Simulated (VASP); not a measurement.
# GaAs (F-43m) in VASP: single point with LDA

Aim: the single point of GaAs with LDA.

Everything below comes from runs of VASP 6.6.1. Logs are shortened: lines on timing, memory, paths and dates and some standing lists are left out, and cuts for length are marked.

### Step 1. The cell of the first run

It takes space group F-43m (No. 216, cubic). The conventional cell has a = 5.603 Å, b = 5.603 Å, c = 5.603 Å, α = 90.00°, β = 90.00°, γ = 90.00°. Ga (site symmetry -43m) has 4 As at 2.43 Å within 3.2 Å. As (site symmetry -43m) has 4 Ga at 2.43 Å within 3.2 Å.

### Step 2. Single point, LDA

INCAR reads:

```
SYSTEM = GaAs
PREC = Accurate
ENCUT = 520
EDIFF = 1E-6
ISMEAR = 0
SIGMA = 0.02
LREAL = Auto
LASPH = .TRUE.
NELM = 60
ALGO = Normal
ISIF = 2
LWAVE = .FALSE.
LCHARG = .FALSE.
GGA = CA
NBANDS = 166
```

KPOINTS reads:

```
regular mesh
0
G
  3 3 3
  0 0 0
```

POSCAR reads:

```
GaAs
1.0
    5.6033815906     -5.6033815906      5.6033815906
   -5.6033815906     -5.6033815906     -5.6033815906
    5.6033815906      5.6033815906     -5.6033815906
Ga As
16 16
Direct
    0.5000000000      0.7500000000      0.7500000000
    0.7500000000      0.7500000000      0.5000000000
    0.7500000000      0.5000000000      0.7500000000
    0.0000000000      0.7500000000      0.2500000000
    0.0000000000      0.5000000000      0.5000000000
    0.0000000000      0.2500000000      0.7500000000
    0.2500000000      0.7500000000      0.0000000000
    0.2500000000      0.5000000000      0.2500000000
    0.2500000000      0.2500000000      0.5000000000
    0.2500000000      0.0000000000      0.7500000000
    0.5000000000      0.5000000000      0.0000000000
    0.5000000000      0.2500000000      0.2500000000
    0.5000000000      0.0000000000      0.5000000000
    0.7500000000      0.2500000000      0.0000000000
    0.7500000000      0.0000000000      0.2500000000
    0.0000000000      0.0000000000      0.0000000000
    0.5000000000      0.0000000000      0.7500000000
    0.7500000000      0.0000000000      0.5000000000
    0.7500000000      0.7500000000      0.7500000000
    0.0000000000      0.0000000000      0.2500000000
    0.0000000000      0.7500000000      0.5000000000
    0.0000000000      0.5000000000      0.7500000000
    0.2500000000      0.0000000000      0.0000000000
    0.2500000000      0.7500000000      0.2500000000
    0.2500000000      0.5000000000      0.5000000000
    0.2500000000      0.2500000000      0.7500000000
    0.5000000000      0.7500000000      0.0000000000
    0.5000000000      0.5000000000      0.2500000000
    0.5000000000      0.2500000000      0.5000000000
    0.7500000000      0.5000000000      0.0000000000
    0.7500000000      0.2500000000      0.2500000000
    0.0000000000      0.2500000000      0.0000000000
```

Potentials or basis: VASP PAW LDA potentials, release 64 (Ga_d, As).

Started as:

```
cat potpaw_LDA.64/Ga_d/POTCAR potpaw_LDA.64/As/POTCAR > POTCAR
mpirun -np 1 vasp_std > vasp.out
```

OUTCAR:

```text
SYSTEM = GaAs
   PREC = Accurate
   ENCUT = 520
   EDIFF = 1E-6
   ISMEAR = 0
   LREAL = Auto
   LASPH = .TRUE.
   NELM = 60
   ISIF = 2
   GGA = CA

 ion  position               nearest neighbor table
   1  0.500  0.750  0.750-  17 2.43  19 2.43  25 2.43  27 2.43
   2  0.750  0.750  0.500-  18 2.43  19 2.43  21 2.43  28 2.43
   3  0.750  0.500  0.750-  19 2.43  22 2.43  29 2.43  30 2.43
   4  0.000  0.750  0.250-  20 2.43  21 2.43  24 2.43  30 2.43
   5  0.000  0.500  0.500-  21 2.43  22 2.43  25 2.43  31 2.43
   6  0.000  0.250  0.750-  18 2.43  22 2.43  26 2.43  32 2.43
[... 24 lines left out ...]
  31  0.750  0.250  0.250-   5 2.43  12 2.43  14 2.43  15 2.43
  32  0.000  0.250  0.000-   6 2.43   8 2.43  14 2.43  16 2.43

  LATTYP: Found a body centered cubic cell.
 ALAT       =    11.2067631812

  Lattice vectors:

 A1 = (   5.6033815906,  -5.6033815906,   5.6033815906)
 A2 = (  -5.6033815906,  -5.6033815906,  -5.6033815906)
 A3 = (   5.6033815906,   5.6033815906,  -5.6033815906)

Analysis of symmetry for initial positions (statically):
=====================================================================
 Subroutine PRICEL returns following result:

  LATTYP: Found a face centered cubic cell.
 ALAT       =     5.6033815906

  Lattice vectors:

 A1 = (  -2.8016907953,   0.0000000000,  -2.8016907953)
 A2 = (  -2.8016907953,   2.8016907953,  -0.0000000000)
 A3 = (   0.0000000000,   2.8016907953,  -2.8016907953)

  16 primitive cells build up your supercell.

 Routine SETGRP: Setting up the symmetry group for a
 body centered cubic supercell.

 Subroutine GETGRP returns: Found 24 space group operations
 (whereof 24 operations were pure point group operations)
 out of a pool of 48 trial point group operations.

The static configuration has the point symmetry T_d .

Analysis of symmetry for dynamics (positions and initial velocities):
=====================================================================
 Subroutine PRICEL returns following result:

  LATTYP: Found a face centered cubic cell.
 ALAT       =     5.6033815906

  Lattice vectors:

 A1 = (  -2.8016907953,   0.0000000000,  -2.8016907953)
 A2 = (  -2.8016907953,   2.8016907953,  -0.0000000000)
 A3 = (   0.0000000000,   2.8016907953,  -2.8016907953)

  16 primitive cells build up your supercell.

 Routine SETGRP: Setting up the symmetry group for a
[... 87 lines left out ...]
   EDIFFG = 0.1E-04   stopping-criterion for IOM
   NSW    =      0    number of steps for IOM
   IBRION =     -1    ionic relax: 0-MD 1-quasi-New 2-CG
   NFREE  =      0    steps in history (QN), initial steepest desc. (CG)
   ISIF   =      2    stress and relaxation
   ISYM   =      2    0-nonsym 1-usesym 2-fastsym
   POTIM  = 0.5000    time-step for ionic-motion
   TEBEG  =    0.0;   TEEND  =   0.0 temperature during run
   PSTRESS=    0.0 pullay stress
   NELECT =     288.0000    total number of electrons
   NUPDOWN=      -1.0000    fix difference up-down
   EMIN   =  10.00;   EMAX   =-10.00  energy-range for DOS
   EFERMI =   0.00;   METHOD = LEGACY
   ISMEAR =     0;   SIGMA  =   0.02  broadening in eV -4-tet -1-fermi 0-gaus
   EFERMI_NEDOS =   21; number of points for ismear=-14 and -15
   IALGO  =     38    algorithm
   IMIX   =      4    mixing-type and parameters
     AMIX     =   0.40;   BMIX     =  1.00
     AMIX_MAG =   1.60;   BMIX_MAG =  1.00
  volume/ion in A,a.u.               =      21.99       148.41
  Fermi-wavevector in a.u.,A,eV,Ry     =   1.215445  2.296859 20.099990  1.477308
  Thomas-Fermi vector in A             =   2.350832
   LORBIT       =      0    0 simple, 1 ext, 2 COOP (PROOUT), +10 PAW based schemes
   GGA     = CA    functional components
   LHFCALC =     F    Hartree Fock is set to
   AEXX    =    0.0000 exact exchange contribution
   IVDW    =     0    specifies the selected vdW correction
   LEPSILON=     F    determine dielectric tensor
   LRPA    =     F    only Hartree local field effects (RPA)
 non-spin polarized calculation
 Gauss-broadening in eV      SIGMA  =   0.02
  energy-cutoff  :      520.00
  volume of cell :      703.74
 maximum number of plane-waves:     19069
   NGX = 37   NGY = 37   NGZ = 37

 number of electron     287.9999702 magnetization

 Free energy of the ion-electron system (eV)
  ---------------------------------------------------
  ext. energy  EPLUGINS =         0.00000000
  ---------------------------------------------------
  free energy    TOTEN  =      -154.25958954 eV

  energy without entropy =     -154.25958954  energy(sigma->0) =     -154.25958954

 E-fermi :   4.1473     XC(G=0): -10.0313

 val. band max:        4.0598699499   @ k =   0.0000   0.0000   0.0000
 cond. band min:       4.5947315323   @ k =   0.0000   0.0000   0.0000
 fundamental gap:      0.5348615824
 Fermi energy:         4.1473369771

 k-point     1 :       0.0000    0.0000    0.0000
  band No.  band energies     occupation
      1     -11.0377      2.00000
      2     -11.0377      2.00000
      3     -11.0377      2.00000
      4     -11.0009      2.00000
      5     -11.0009      2.00000
      6     -11.0009      2.00000
[... 625 lines left out ...]
    155       6.6019      0.00000
    156       7.1617      0.00000
 [bands above 156 left out]

------------------------ aborting loop because EDIFF is reached ----------------------------------------

  FORCE on cell =-STRESS in cart. coord.  units (eV):
  Direction    XX          YY          ZZ          XY          YZ          ZX
  --------------------------------------------------------------------------------------
  -------------------------------------------------------------------------------------
  Total        0.7396098      0.7396098      0.7396098      0.0000000      0.0000000     -0.0000000
  in kB        1.6838471      1.6838471      1.6838471      0.0000000      0.0000000     -0.0000000
  external PRESSURE =       1.6838471 kB  Pullay stress =       0.0000000 kB

 VOLUME and BASIS-vectors are now :
 -----------------------------------------------------------------------------
  energy-cutoff  :      520.00
  volume of cell :      703.74
      direct lattice vectors                 reciprocal lattice vectors
     5.603381591 -5.603381591  5.603381591     0.089231831 -0.089231831  0.000000000
    -5.603381591 -5.603381591 -5.603381591     0.000000000 -0.089231831 -0.089231831
     5.603381591  5.603381591 -5.603381591     0.089231831  0.000000000 -0.089231831

 POSITION                                       TOTAL-FORCE (eV/Angst)
 -----------------------------------------------------------------------------------
      2.80169     -2.80169     -5.60338        -0.000000      0.000000      0.000000
      2.80169     -5.60338     -2.80169        -0.000000     -0.000000      0.000000
      5.60338     -2.80169     -2.80169        -0.000000      0.000000      0.000000
     -2.80169     -2.80169     -5.60338         0.000000     -0.000000      0.000000
      0.00000      0.00000     -5.60338        -0.000000      0.000000      0.000000
      2.80169      2.80169     -5.60338        -0.000000      0.000000      0.000000
[... 24 lines left out ...]
      4.20254     -4.20254      1.40085         0.000000     -0.000000     -0.000000
     -1.40085     -1.40085     -1.40085         0.000000     -0.000000     -0.000000
 -----------------------------------------------------------------------------------
    total drift:                                0.000015     -0.000017     -0.000015

  FREE ENERGIE OF THE ION-ELECTRON SYSTEM (eV)
  ---------------------------------------------------
  free  energy   TOTEN  =      -154.2595895422 eV

  energy  without entropy=     -154.2595895422  energy(sigma->0) =     -154.25958954
```

Run time: 33 min. Hardware: 1 thread of Intel Xeon 8259CL, shared host; peak memory 0.74 GiB.

Results:

* Free energy: -154.2596 eV
* Pressure: 0.2 GPa
* Band gap on the k mesh: 0.53 eV

Levels at points of the mesh, in eV from the valence-band top:
```
           k point  band 140  band 141  band 142  band 143  band 144  band 145  band 146  band 147  band 148  band 149
(0.00, 0.00, 0.00)     -1.27     -1.27      0.00      0.00      0.00      0.53      1.29      1.29      1.29      1.54
```

Caveat: semilocal functionals underestimate gaps, and a narrow one can read as zero.
